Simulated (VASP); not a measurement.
# Sc8H in VASP: relaxation of the atoms with PBE

Aim: the relaxation of the atoms of Sc8H with PBE.

Everything below comes from runs of VASP 6.6.1. Logs are shortened: lines on timing, memory, paths and dates and some standing lists are left out, and cuts for length are marked.

## (1) The cell of the first run

The cell holds a slab with vacuum, 9 atoms: a = 6.639 Å, b = 5.163 Å, c = 19.113 Å, α = 90.00°, β = 90.00°, γ = 90.00°.

## (2) Relaxation of the atoms, PBE

File INCAR:

```
SYSTEM = Sc8H
PREC = Accurate
ENCUT = 450
EDIFF = 1E-7
ISMEAR = 0
SIGMA = 0.1
LREAL = .False.
LASPH = .True.
NELM = 120
ALGO = Normal
ISIF = 2
LWAVE = .False.
LCHARG = .False.
LDIPOL = .True.
IDIPOL = 3
DIPOL = 0.5 0.5 0.313
GGA = PE
IBRION = 2
NSW = 36
EDIFFG = -0.025
GGA_COMPAT = .False.
NELMIN = 4
NELMDL = -8
KPAR = 4
```

File KPOINTS:

```
Automatic mesh
0
Gamma
  4 5 1
  0 0 0
```

File POSCAR:

```
Sc8H
1.0
    6.6389479791      0.0000000000      0.0000000000
    0.0000000000      5.1626219083      0.0000000000
    0.0000000000      0.0000000000     19.1132872497
Sc H
8 1
Selective dynamics
Direct
    0.0000000000      0.7500000000      0.2092784955  F F F
    0.5000000000      0.7500000000      0.2092784955  F F F
    0.2500000000      0.2500000000      0.2594137541  F F F
    0.7500000000      0.2500000000      0.2594137541  F F F
    0.2500000000      0.7500000000      0.3452852846  F F F
    0.7500000000      0.7500000000      0.3452852846  F F F
    0.0000000000      0.2500000000      0.3983243254  F F F
    0.5000000000      0.2500000000      0.3983243254  F F F
    0.0000000000      0.7500000000      0.3938660476  F F T
```

Potentials or basis: VASP PAW PBE potentials, release 64 (Sc_sv, H).

Command:

```
> cat potpaw_PBE.64/Sc_sv/POTCAR potpaw_PBE.64/H/POTCAR > POTCAR
> mpirun -np 4 vasp_std > vasp.out
```

OUTCAR:

```text
SYSTEM = Sc8H
   PREC = Accurate
   ENCUT = 450
   EDIFF = 1E-7
   ISMEAR = 0
   LREAL = .False.
   LASPH = .True.
   NELM = 120
   ISIF = 2
   GGA = PE
   IBRION = 2
   NSW = 36
   EDIFFG = -0.025
   NELMIN = 4
   NELMDL = -8

 ion  position               nearest neighbor table
   1  0.000  0.750  0.209-   5 3.08   6 3.08   3 3.21   4 3.21   3 3.21   4 3.21   2 3.32   2 3.32

   2  0.500  0.750  0.209-   5 3.08   6 3.08   3 3.21   4 3.21   3 3.21   4 3.21   1 3.32   1 3.32

   3  0.250  0.250  0.259-   5 3.06   5 3.06   8 3.13   7 3.13   1 3.21   1 3.21   2 3.21   2 3.21
                             4 3.32   4 3.32
   4  0.750  0.250  0.259-   6 3.06   6 3.06   8 3.13   7 3.13   1 3.21   1 3.21   2 3.21   2 3.21
                             3 3.32   3 3.32
   5  0.250  0.750  0.345-   9 1.90   3 3.06   3 3.06   2 3.08   1 3.08   7 3.23   8 3.23   7 3.23
                             8 3.23   6 3.32   6 3.32
   6  0.750  0.750  0.345-   9 1.90   4 3.06   4 3.06   2 3.08   1 3.08   7 3.23   8 3.23   7 3.23
                             8 3.23   5 3.32   5 3.32
   7  0.000  0.250  0.398-   3 3.13   4 3.13   5 3.23   6 3.23   5 3.23   6 3.23   8 3.32   8 3.32

   8  0.500  0.250  0.398-   3 3.13   4 3.13   5 3.23   6 3.23   5 3.23   6 3.23   7 3.32   7 3.32

   9  0.000  0.750  0.394-   5 1.90   6 1.90

  LATTYP: Found a simple orthorhombic cell.
 ALAT       =     5.1626219083
 B/A-ratio  =     1.2859643989
 C/A-ratio  =     3.7022442451

  Lattice vectors:

 A1 = (   0.0000000000,  -5.1626219083,   0.0000000000)
 A2 = (   6.6389479791,   0.0000000000,   0.0000000000)
 A3 = (   0.0000000000,   0.0000000000,  19.1132872497)

Analysis of symmetry for initial positions (statically):
=====================================================================
 Subroutine PRICEL returns:
 Original cell was already a primitive cell.

 Routine SETGRP: Setting up the symmetry group for a
 simple orthorhombic supercell.

 Subroutine GETGRP returns: Found  4 space group operations
 (whereof  2 operations were pure point group operations)
 out of a pool of  8 trial point group operations.

The static configuration has the point symmetry C_1h.
 The point group associated with its full space group is C_2v.

Analysis of symmetry for dynamics (positions and initial velocities):
=====================================================================
 Subroutine PRICEL returns:
 Original cell was already a primitive cell.

 Routine SETGRP: Setting up the symmetry group for a
 simple orthorhombic supercell.

 Subroutine GETGRP returns: Found  4 space group operations
 (whereof  2 operations were pure point group operations)
 out of a pool of  8 trial point group operations.

The dynamic configuration has the point symmetry C_1h.
 The point group associated with its full space group is C_2v.

Analysis of constrained symmetry for selective dynamics:
=====================================================================
 Subroutine PRICEL returns:
 Original cell was already a primitive cell.

 Routine SETGRP: Setting up the symmetry group for a
 simple orthorhombic supercell.

 Subroutine GETGRP returns: Found  4 space group operations
 (whereof  2 operations were pure point group operations)
 out of a pool of  8 trial point group operations.

The constrained configuration has the point symmetry C_1h.
 The point group associated with its full space group is C_2v.

 Subroutine INISYM returns: Found  4 space group operations
 (whereof  2 operations are pure point group operations),
 and found     1 'primitive' translations

----------------------------------------------------------------------------------------

                                     Primitive cell

  volume of cell :     655.0960

  direct lattice vectors                    reciprocal lattice vectors
     6.638947979  0.000000000  0.000000000     0.150626274  0.000000000  0.000000000
     0.000000000  5.162621908  0.000000000     0.000000000  0.193700026  0.000000000
     0.000000000  0.000000000 19.113287250     0.000000000  0.000000000  0.052319624

  length of vectors
     6.638947979  5.162621908 19.113287250     0.150626274  0.193700026  0.052319624

  position of ions in fractional coordinates (direct lattice)
     0.000000000  0.750000000  0.209278496
     0.500000000  0.750000000  0.209278496
     0.250000000  0.250000000  0.259413754
     0.750000000  0.250000000  0.259413754
     0.250000000  0.750000000  0.345285285
     0.750000000  0.750000000  0.345285285
     0.000000000  0.250000000  0.398324325
     0.500000000  0.250000000  0.398324325
     0.000000000  0.750000000  0.393866048

  ion indices of the primitive-cell ions
   primitive index   ion index
                 1           1
                 2           2
                 3           3
                 4           4
                 5           5
                 6           6
                 7           7
                 8           8
                 9           9

----------------------------------------------------------------------------------------

 KPOINTS: Automatic mesh

Automatic generation of k-mesh.
 Grid dimensions read from file:
 generate k-points for:    4    5    1

 Generating k-lattice:

  Cartesian coordinates                     Fractional coordinates (reciprocal lattice)
     0.037656569  0.000000000  0.000000000     0.250000000  0.000000000  0.000000000
     0.000000000  0.038740005  0.000000000     0.000000000  0.200000000  0.000000000
     0.000000000  0.000000000  0.052319624     0.000000000  0.000000000  1.000000000

  Length of vectors
     0.037656569  0.038740005  0.052319624

  Shift w.r.t. Gamma in fractional coordinates (k-lattice)
     0.000000000  0.000000000  0.000000000

 Subroutine IBZKPT returns following result:
 ===========================================

 Found      9 irreducible k-points:

 Following reciprocal coordinates:
            Coordinates               Weight
  0.000000  0.000000  0.000000      1.000000
  0.250000  0.000000  0.000000      2.000000
  0.500000  0.000000  0.000000      1.000000
  0.000000  0.200000  0.000000      2.000000
  0.250000  0.200000  0.000000      4.000000
  0.500000  0.200000  0.000000      2.000000
  0.000000  0.400000  0.000000      2.000000
  0.250000  0.400000  0.000000      4.000000
  0.500000  0.400000  0.000000      2.000000
   k-points           NKPTS =      9   k-points in BZ     NKDIM =      9   number of bands    NBANDS=     53
   number of dos      NEDOS =    301   number of ions     NIONS =      9
   total plane-waves  NPLWV = 241920
   dimension x,y,z NGX =    48 NGY =   36 NGZ =  140
   dimension x,y,z NGXF=    96 NGYF=   72 NGZF=  280
   ions per type =               8   1
   NGX,Y,Z   is equivalent  to a cutoff of  12.02, 11.59, 12.18 a.u.
   NGXF,Y,Z  is equivalent  to a cutoff of  24.04, 23.19, 24.35 a.u.
 SYSTEM =  Sc8H
   PREC   = accura    normal or accurate (medium, high low for compatibility)
   ISTART =      0    job   : 0-new  1-cont  2-samecut
   ICHARG =      2    charge: 1-file 2-atom 10-const
   ISPIN  =      1    spin polarized calculation?
   LNONCOLLINEAR =      F non collinear calculations
   LSORBIT =      F    spin-orbit coupling
   LASPH  =      T    aspherical Exc in radial PAW
   ENCUT  =  450.0 eV  33.07 Ry    5.75 a.u.  11.48  8.93 33.06*2*pi/ulx,y,z
   NELM   =    120;   NELMIN=  4; NELMDL= -8     # of ELM steps
   EDIFF  = 0.1E-06   stopping-criterion for ELM
   LREAL  =      F    real-space projection
   EDIFFG = -.3E-01   stopping-criterion for IOM
   NSW    =     36    number of steps for IOM
   IBRION =      2    ionic relax: 0-MD 1-quasi-New 2-CG
   NFREE  =      1    steps in history (QN), initial steepest desc. (CG)
   ISIF   =      2    stress and relaxation
   ISYM   =      2    0-nonsym 1-usesym 2-fastsym
   POTIM  = 0.5000    time-step for ionic-motion
   TEBEG  =    0.0;   TEEND  =   0.0 temperature during run
   PSTRESS=    0.0 pullay stress
   NELECT =      89.0000    total number of electrons
   NUPDOWN=      -1.0000    fix difference up-down
   EMIN   =  10.00;   EMAX   =-10.00  energy-range for DOS
   EFERMI =   0.00;   METHOD = LEGACY
   ISMEAR =     0;   SIGMA  =   0.10  broadening in eV -4-tet -1-fermi 0-gaus
   EFERMI_NEDOS =   21; number of points for ismear=-14 and -15
   IALGO  =     38    algorithm
   IMIX   =      4    mixing-type and parameters
     AMIX     =   0.40;   BMIX     =  1.00
     AMIX_MAG =   1.60;   BMIX_MAG =  1.00
  volume/ion in A,a.u.               =      72.79       491.20
  Fermi-wavevector in a.u.,A,eV,Ry     =   0.841595  1.590384  9.636765  0.708282
  Thomas-Fermi vector in A             =   1.956165
   LORBIT       =      0    0 simple, 1 ext, 2 COOP (PROOUT), +10 PAW based schemes
   GGA     = PE    functional components
   LHFCALC =     F    Hartree Fock is set to
   AEXX    =    0.0000 exact exchange contribution
   IVDW    =     0    specifies the selected vdW correction
   LEPSILON=     F    determine dielectric tensor
   LRPA    =     F    only Hartree local field effects (RPA)
 conjugate gradient relaxation of ions
 non-spin polarized calculation
 Gauss-broadening in eV      SIGMA  =   0.10
  energy-cutoff  :      450.00
  volume of cell :      655.10
 maximum number of plane-waves:     14234
 NGX is ok and might be reduce to    48
   NGX = 23   NGY = 17   NGZ = 67

 dipolmoment           0.000000      0.000000      0.172955 electrons x Angstroem

--------------------------------------- Ionic step        1  -------------------------------------------

 number of electron      88.9999999 magnetization

 Free energy of the ion-electron system (eV)
  ---------------------------------------------------
  ext. energy  EPLUGINS =         0.00000000
  ---------------------------------------------------
  free energy    TOTEN  =       -49.20756077 eV

  energy without entropy =      -49.13642851  energy(sigma->0) =      -49.17199464

------------------------ aborting loop because EDIFF is reached ----------------------------------------

  FORCE on cell =-STRESS in cart. coord.  units (eV):
  Direction    XX          YY          ZZ          XY          YZ          ZX
  --------------------------------------------------------------------------------------
  -------------------------------------------------------------------------------------
  Total        1.6691129     -4.3230254      1.8154331      0.0000000      0.0000000      0.0000000
  in kB        4.0821722    -10.5728822      4.4400295      0.0000000      0.0000000      0.0000000
  external PRESSURE =      -0.6835602 kB  Pullay stress =       0.0000000 kB
[... 118 lines left out ...]
 number of electron      89.0000000 magnetization

------------------------ aborting loop because EDIFF is reached ----------------------------------------

 vacuum level on the upper side and lower side of the slab       (xc-potential included)        -0.322        -0.007

  FORCE on cell =-STRESS in cart. coord.  units (eV):
  Direction    XX          YY          ZZ          XY          YZ          ZX
  --------------------------------------------------------------------------------------
  -------------------------------------------------------------------------------------
  Total       -0.5375708     -4.6622711      0.3364276      0.0000000      0.0000000      0.0000000
  in kB       -1.3147443    -11.4025800      0.8228056      0.0000000      0.0000000      0.0000000
  external PRESSURE =      -3.9648396 kB  Pullay stress =       0.0000000 kB
[... 30 lines left out ...]
--------------------------------------- Ionic step        5  -------------------------------------------

 number of electron      88.9999999 magnetization

 dipolmoment           0.000000      0.000000     -0.062909 electrons x Angstroem

 Free energy of the ion-electron system (eV)
  ---------------------------------------------------
  ext. energy  EPLUGINS =         0.00000000
  ---------------------------------------------------
  free energy    TOTEN  =       -49.40789603 eV

  energy without entropy =      -49.34322871  energy(sigma->0) =      -49.37556237

 E-fermi :  -1.0512     XC(G=0):  -3.9719

 val. band max:       -1.0543136282   @ k =   0.2500   0.2000   0.0000
 cond. band min:      -1.0372324926   @ k =   0.0000   0.4000   0.0000
 fundamental gap:      0.0170811356
 Fermi energy:        -1.0512407773

 k-point     1 :       0.0000    0.0000    0.0000
  band No.  band energies     occupation
      1     -51.0476      2.00000
      2     -50.9466      2.00000
      3     -50.8550      2.00000
      4     -50.8371      2.00000
      5     -50.3938      2.00000
      6     -50.3798      2.00000
[... 493 lines left out ...]
     52      -0.3357      0.00000
     53      -0.2628      0.00000

------------------------ aborting loop because EDIFF is reached ----------------------------------------

 vacuum level on the upper side and lower side of the slab       (xc-potential included)        -0.284         0.033

  FORCE on cell =-STRESS in cart. coord.  units (eV):
  Direction    XX          YY          ZZ          XY          YZ          ZX
  --------------------------------------------------------------------------------------
  -------------------------------------------------------------------------------------
  Total       -0.2942719     -4.6192672      0.6880490      0.0000000      0.0000000      0.0000000
  in kB       -0.7197049    -11.2974048      1.6827709      0.0000000      0.0000000      0.0000000
  external PRESSURE =      -3.4447796 kB  Pullay stress =       0.0000000 kB
[... 24 lines left out ...]
  FREE ENERGIE OF THE ION-ELECTRON SYSTEM (eV)
  ---------------------------------------------------
  free  energy   TOTEN  =       -49.4078960297 eV

  energy  without entropy=      -49.3432287058  energy(sigma->0) =      -49.37556237

 reached required accuracy - stopping structural energy minimisation

 vacuum level on the upper side and lower side of the slab         1.966         2.295
```

It took 15 min on 4 MPI ranks of Intel Xeon Platinum 8259CL at 2.50GHz (Skylake/Cascade Lake), shared host; peak memory 0.7 GiB.

Results:

- Free energy: -49.4079 eV
- Energy gained by relaxing: 22.3 meV/atom
- Ionic steps: 5
- Band gap on the k mesh: zero (an odd number of electrons rules out a gap without spin polarisation)

Step by step:
```
step  energy change (eV)  largest force on free atoms (eV/Å)  pressure (GPa)
   1              0.0000                              1.0267           -0.07
   2             -0.0477                              0.9001           -0.11
   3             -0.1522                              0.5044           -0.22
   4             -0.1875                              0.2448           -0.40
   5             -0.2003                              0.0154           -0.34
```

Final structure:
```
Sc H
1.0
     6.63895    0.00000    0.00000
     0.00000    5.16262    0.00000
     0.00000    0.00000   19.11329
Sc H
8 1
Direct
  0.00000 0.75000 0.20928
  0.50000 0.75000 0.20928
  0.25000 0.25000 0.25941
  0.75000 0.25000 0.25941
  0.25000 0.75000 0.34529
  0.75000 0.75000 0.34529
  0.00000 0.25000 0.39832
  0.50000 0.25000 0.39832
  0.00000 0.75000 0.41470
```
